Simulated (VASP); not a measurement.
Set up this calculation in VASP 6.6.1, as the native input.

```yaml
Task: single point
Functional: r2SCAN
Potentials_or_basis: VASP PAW PBE potentials, release 64 (Si)
Cutoff: 520 eV
k_mesh: 6 × 6 × 6
Occupations: gaussian, width 0.01 eV
Spin: no spin polarisation
Dipole_correction: no
Further_INCAR_settings: ALGO = Normal; EDIFF = 1e-06; NBANDS = 11
```

Si:

```
CELL_PARAMETERS angstrom
0.00000 2.66655 2.66655
2.66655 0.00000 2.66655
2.66655 2.66655 0.00000
ATOMIC_POSITIONS crystal
Si 0.25000 0.25000 0.25000
Si 0.00000 0.00000 0.00000
```

This cell differs from its parent crystal: volume changed by -6%.

These files were run (other wordings do the same):

POSCAR

```
Si
1.0
    0.0000000000      2.6665506813      2.6665506813
    2.6665506813      0.0000000000      2.6665506813
    2.6665506813      2.6665506813      0.0000000000
Si
2
Direct
    0.2500000000      0.2500000000      0.2500000000
    0.0000000000      0.0000000000      0.0000000000
```

INCAR.step1

```
SYSTEM = Si
  PREC = Accurate
  ENCUT = 520
  ISMEAR = 0
  SIGMA = 0.01
  LREAL = .False.
  LASPH = .True.
  NELM = 100
  NBANDS = 11
  GGA = PE
  ALGO = Normal
  EDIFF = 1E-4
  LWAVE = .True.
  LCHARG = .False.
```

INCAR.step2

```
SYSTEM = Si
  PREC = Accurate
  ENCUT = 520
  EDIFF = 1E-6
  ISMEAR = 0
  SIGMA = 0.01
  LREAL = .False.
  LASPH = .True.
  NELM = 100
  ALGO = Normal
  ISIF = 2
  LWAVE = .False.
  LCHARG = .False.
  METAGGA = R2SCAN
  LMIXTAU = .True.
  NBANDS = 11
  ISTART = 1
```

KPOINTS

```
Automatic mesh
0
Gamma
  6 6 6
  0 0 0
```

Potentials or basis: VASP PAW PBE potentials, release 64 (Si).

Command:

```sh
$ cat potpaw_PBE.64/Si/POTCAR > POTCAR
$ cp INCAR.step1 INCAR
$ mpirun -np 1 vasp_std > vasp.out
$ cp INCAR.step2 INCAR
$ mpirun -np 1 vasp_std > vasp.out
```

Results of the run:

```json
{
 "Pressure": "6.7 GPa",
 "Band gap on the k mesh": "0.81 eV, indirect (least direct gap 2.78 eV)"
}
```

Caveat: the PAW data sets were made with another functional, which shifts forces and pressure a little.

It took 34 s on 1 thread of Intel(R) Xeon(R) Platinum 8375C CPU @ 2.90GHz (Ice Lake), on a shared host, peak memory 0.15 GiB.
